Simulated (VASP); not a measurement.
# MgF2 (rutile type) (P4_2/mnm) in VASP: further runs

Runs on MgF2 (rutile type). Level: LDA. Tasks: single point.

Program: VASP 6.6.1. These are calculated values, not measurements. Logs are shortened: lines on timing, memory, paths and dates and some standing lists are left out, and cuts for length are marked.

## 1. The cell of the first run

The structure is tetragonal, space group P4_2/mnm (No. 136). The conventional cell has a = 4.457 Å, b = 4.457 Å, c = 2.959 Å, α = 90.00°, β = 90.00°, γ = 90.00°. Mg (site symmetry mmm) has 6 F at 1.90 to 1.94 Å within 2.5 Å. F (site symmetry m2m) has 3 Mg at 1.90 to 1.94 Å and 1 F at 2.49 Å within 2.5 Å.

## 2. Single point, LDA (9.80 Å³/atom)

Input file INCAR:

```
PREC = Accurate ; ENCUT = 600
EDIFF = 1E-6 ; ISMEAR = -1
SIGMA = 0.1 ; LREAL = False
LASPH = True ; NELM = 120
ALGO = Normal ; ISIF = 2
LWAVE = False ; LCHARG = False
NBANDS = 25 ; GGA_COMPAT = False
```

Input file KPOINTS:

```
regular mesh
0
Gamma
  7 7 10
```

Input file POSCAR:

```
MgF2
1.0
    4.4568346157      0.0000000000      0.0000000000
    0.0000000000      4.4568346157      0.0000000000
    0.0000000000      0.0000000000      2.9588684384
Mg F
2 4
Direct
    0.0000000000      0.0000000000      0.0000000000
    0.5000000000      0.5000000000      0.5000000000
    0.3021189815      0.3021189815      0.0000000000
    0.6978810185      0.6978810185      0.0000000000
    0.8021189815      0.1978810185      0.5000000000
    0.1978810185      0.8021189815      0.5000000000
```

Potentials or basis: VASP PAW LDA potentials, release 64 (Mg, F).

Run with:

```console
cat potpaw_LDA.64/Mg/POTCAR potpaw_LDA.64/F/POTCAR > POTCAR
mpirun -np 1 vasp_std > vasp.out
```

OUTCAR:

```text
PREC = Accurate
   ENCUT = 600
   EDIFF = 1E-6
   ISMEAR = -1
   LREAL = False
   LASPH = True
   NELM = 120
   ISIF = 2

 ion  position               nearest neighbor table
   1  0.000  0.000  0.000-   3 1.90   4 1.90   5 1.94   6 1.94   5 1.94   6 1.94   2 3.48   2 3.48
                             2 3.48   2 3.48   2 3.48   2 3.48   2 3.48   2 3.48
   2  0.500  0.500  0.500-   5 1.90   6 1.90   3 1.94   4 1.94   3 1.94   4 1.94   1 3.48   1 3.48
                             1 3.48   1 3.48   1 3.48   1 3.48   1 3.48   1 3.48
   3  0.302  0.302  0.000-   1 1.90   2 1.94   2 1.94
   4  0.698  0.698  0.000-   1 1.90   2 1.94   2 1.94
   5  0.802  0.198  0.500-   2 1.90   1 1.94   1 1.94
   6  0.198  0.802  0.500-   2 1.90   1 1.94   1 1.94

  LATTYP: Found a simple tetragonal cell.
 ALAT       =     4.4568346157
 C/A-ratio  =     0.6638946009

  Lattice vectors:

 A1 = (   4.4568346157,   0.0000000000,   0.0000000000)
 A2 = (   0.0000000000,   4.4568346157,   0.0000000000)
 A3 = (   0.0000000000,   0.0000000000,   2.9588684384)

Analysis of symmetry for initial positions (statically):
=====================================================================
 Subroutine PRICEL returns:
 Original cell was already a primitive cell.

 Routine SETGRP: Setting up the symmetry group for a
 simple tetragonal supercell.

 Subroutine GETGRP returns: Found 16 space group operations
 (whereof  8 operations were pure point group operations)
 out of a pool of 16 trial point group operations.

The static configuration has the point symmetry D_2h.
 The point group associated with its full space group is D_4h.

Analysis of symmetry for dynamics (positions and initial velocities):
=====================================================================
 Subroutine PRICEL returns:
 Original cell was already a primitive cell.

 Routine SETGRP: Setting up the symmetry group for a
 simple tetragonal supercell.

 Subroutine GETGRP returns: Found 16 space group operations
 (whereof  8 operations were pure point group operations)
 out of a pool of 16 trial point group operations.

The dynamic configuration has the point symmetry D_2h.
 The point group associated with its full space group is D_4h.

 Subroutine INISYM returns: Found 16 space group operations
 (whereof  8 operations are pure point group operations),
 and found     1 'primitive' translations

----------------------------------------------------------------------------------------

                                     Primitive cell

  volume of cell :      58.7731

[... 100 lines left out ...]
   IBRION =     -1    ionic relax: 0-MD 1-quasi-New 2-CG
   NFREE  =      0    steps in history (QN), initial steepest desc. (CG)
   ISIF   =      2    stress and relaxation
   ISYM   =      2    0-nonsym 1-usesym 2-fastsym
   POTIM  = 0.5000    time-step for ionic-motion
   TEBEG  =    0.0;   TEEND  =   0.0 temperature during run
   PSTRESS=    0.0 pullay stress
   NELECT =      32.0000    total number of electrons
   NUPDOWN=      -1.0000    fix difference up-down
   EMIN   =  10.00;   EMAX   =-10.00  energy-range for DOS
   EFERMI =   0.00;   METHOD = LEGACY
   ISMEAR =    -1;   SIGMA  =   0.10  broadening in eV -4-tet -1-fermi 0-gaus
   EFERMI_NEDOS =   21; number of points for ismear=-14 and -15
   IALGO  =     38    algorithm
   IMIX   =      4    mixing-type and parameters
     AMIX     =   0.40;   BMIX     =  1.00
     AMIX_MAG =   1.60;   BMIX_MAG =  1.00
  volume/ion in A,a.u.               =       9.80        66.10
  Fermi-wavevector in a.u.,A,eV,Ry     =   1.336796  2.526179 24.313945  1.787025
  Thomas-Fermi vector in A             =   2.465395
   LORBIT       =      0    0 simple, 1 ext, 2 COOP (PROOUT), +10 PAW based schemes
   GGA     = CA    functional components
   LHFCALC =     F    Hartree Fock is set to
   AEXX    =    0.0000 exact exchange contribution
   IVDW    =     0    specifies the selected vdW correction
   LEPSILON=     F    determine dielectric tensor
   LRPA    =     F    only Hartree local field effects (RPA)
 non-spin polarized calculation
  energy-cutoff  :      600.00
  volume of cell :       58.77
 maximum number of plane-waves:      1992
 NGX is ok and might be reduce to    36
   NGX = 17   NGY = 17   NGZ = 11

 number of electron      31.9999987 magnetization

 Free energy of the ion-electron system (eV)
  ---------------------------------------------------
  ext. energy  EPLUGINS =         0.00000000
  ---------------------------------------------------
  free energy    TOTEN  =       -35.03699044 eV

  energy without entropy =      -35.03699044  energy(sigma->0) =      -35.03699044

 E-fermi :   1.2313     XC(G=0): -10.9960

 val. band max:       -0.8972656125   @ k =   0.0000   0.0000   0.0000
 cond. band min:       6.6069870400   @ k =   0.0000   0.0000   0.0000
 fundamental gap:      7.5042526525
 Fermi energy:         1.2313379086

 k-point     1 :       0.0000    0.0000    0.0000
  band No.  band energies     occupation
      1     -21.7151      2.00000
      2     -20.6258      2.00000
      3     -20.6258      2.00000
      4     -20.4978      2.00000
      5      -5.4977      2.00000
      6      -3.9613      2.00000
[... 661 lines left out ...]
     24      16.5386      0.00000
     25      17.1223      0.00000

 [... further k-points ...]

------------------------ aborting loop because EDIFF is reached ----------------------------------------

  FORCE on cell =-STRESS in cart. coord.  units (eV):
  Direction    XX          YY          ZZ          XY          YZ          ZX
  --------------------------------------------------------------------------------------
  -------------------------------------------------------------------------------------
  Total        2.1099872      2.1099872      2.2340829      0.0000000      0.0000000      0.0000000
  in kB       57.5190495     57.5190495     60.9019457      0.0000000      0.0000000      0.0000000
  external PRESSURE =      58.6466816 kB  Pullay stress =       0.0000000 kB

 VOLUME and BASIS-vectors are now :
 -----------------------------------------------------------------------------
  energy-cutoff  :      600.00
  volume of cell :       58.77
      direct lattice vectors                 reciprocal lattice vectors
     4.456834616  0.000000000  0.000000000     0.224374491  0.000000000  0.000000000
     0.000000000  4.456834616  0.000000000     0.000000000  0.224374491  0.000000000
     0.000000000  0.000000000  2.958868438     0.000000000  0.000000000  0.337967037

 POSITION                                       TOTAL-FORCE (eV/Angst)
 -----------------------------------------------------------------------------------
      0.00000      0.00000      0.00000         0.000000     -0.000000      0.000000
      2.22842      2.22842      1.47943         0.000000     -0.000000      0.000000
      1.34649      1.34649      0.00000        -0.007225     -0.007225      0.000000
      3.11034      3.11034      0.00000         0.007225      0.007225     -0.000000
      3.57491      0.88192      1.47943        -0.007225      0.007225     -0.000000
      0.88192      3.57491      1.47943         0.007225     -0.007225      0.000000
 -----------------------------------------------------------------------------------
    total drift:                                0.000000      0.000000     -0.000000

  FREE ENERGIE OF THE ION-ELECTRON SYSTEM (eV)
  ---------------------------------------------------
  free  energy   TOTEN  =       -35.0369904445 eV

  energy  without entropy=      -35.0369904444  energy(sigma->0) =      -35.03699044
```

OSZICAR:

```text
N       E                     dE             d eps       ncg     rms          rms(c)
DAV:   1     0.171545501656E+03    0.17155E+03   -0.19451E+04  3160   0.136E+03
DAV:   2    -0.297193224895E+02   -0.20126E+03   -0.19346E+03  3667   0.306E+02
DAV:   3    -0.375603687033E+02   -0.78410E+01   -0.78180E+01  3838   0.566E+01
DAV:   4    -0.376005288670E+02   -0.40160E-01   -0.40156E-01  3313   0.462E+00
DAV:   5    -0.376007130694E+02   -0.18420E-03   -0.18420E-03  3890   0.301E-01    0.964E+00
DAV:   6    -0.351132702836E+02    0.24874E+01   -0.71427E+00  3389   0.196E+01    0.279E+00
DAV:   7    -0.350629436543E+02    0.50327E-01   -0.76881E-02  3335   0.189E+00    0.176E+00
DAV:   8    -0.350371754625E+02    0.25768E-01   -0.28635E-02  3657   0.177E+00    0.191E-01
DAV:   9    -0.350369289431E+02    0.24652E-03   -0.78030E-04  3573   0.220E-01    0.721E-02
DAV:  10    -0.350369910133E+02   -0.62070E-04   -0.38472E-05  3453   0.480E-02    0.650E-03
DAV:  11    -0.350369904445E+02    0.56881E-06   -0.38426E-06  3741   0.151E-02
   1 F= -.35036990E+02 E0= -.35036990E+02  d E =-.107136E-09
```

Wall time 26 s (1 thread of Intel Xeon 6975P-C (Granite Rapids), shared host); peak memory 0.21 GiB.

Results:

```
Free energy            : -35.0370 eV
Pressure               : 5.9 GPa
Largest force          : 0.010 eV/Å
Band gap on the k mesh : 7.50 eV
```

Forces on the atoms (eV/Å):
```
Mg   0.000  0.000  0.000
Mg   0.000  0.000  0.000
F   -0.007 -0.007  0.000
F    0.007  0.007  0.000
F   -0.007  0.007  0.000
F    0.007 -0.007  0.000
```

Caveat: the cell stands under pressure. A k mesh can miss the band edges.

## 3. Single point, LDA (9.80 Å³/atom)

Input file INCAR:

```
PREC = Accurate
ENCUT = 600
EDIFF = 1E-6
ISMEAR = -1
SIGMA = 0.1
LREAL = False
LASPH = True
NELM = 120
ALGO = Normal
ISIF = 2
LWAVE = False
LCHARG = True
GGA = CA
LELF = True
LVHAR = True
NBANDS = 25
GGA_COMPAT = False
```

KPOINTS is that of step 2.

POSCAR is that of step 2.

Potentials or basis: VASP PAW LDA potentials, release 64 (Mg, F).

Run with:

```console
cat potpaw_LDA.64/Mg/POTCAR potpaw_LDA.64/F/POTCAR > POTCAR
mpirun -np 1 vasp_std > vasp.out
```

Run time: 25 s. Hardware: 1 thread of Intel Xeon 6975P-C (Granite Rapids), shared host; peak memory 0.21 GiB.

It converged, with:

```
Free energy            : -35.0370 eV
Pressure               : 5.9 GPa
Largest force          : 0.010 eV/Å
Band gap on the k mesh : 7.50 eV
```

Forces in eV/Å, atoms in the order of the input:
```
Mg   0.000  0.000  0.000
Mg   0.000  0.000  0.000
F   -0.007 -0.007  0.000
F    0.007  0.007  0.000
F   -0.007  0.007  0.000
F    0.007 -0.007  0.000
```

Stress tensor (GPa, compression positive):
```
5.75 0.00 0.00
0.00 5.75 0.00
0.00 0.00 6.09
```

Levels at points of the mesh, in eV from the valence-band top:
```tsv
k point	band 12	band 13	band 14	band 15	band 16	band 17	band 18	band 19	band 20	band 21
(0.00, 0.00, 0.00)	-1.40	-0.77	-0.34	-0.34	0.00	7.50	12.52	12.52	13.77	14.81
(0.00, 0.00, 0.50)	-1.60	-1.44	-1.44	-1.01	-1.01	12.34	12.34	15.23	15.23	15.59
```

Caveat: the cell stands under pressure. A k mesh can miss the band edges.
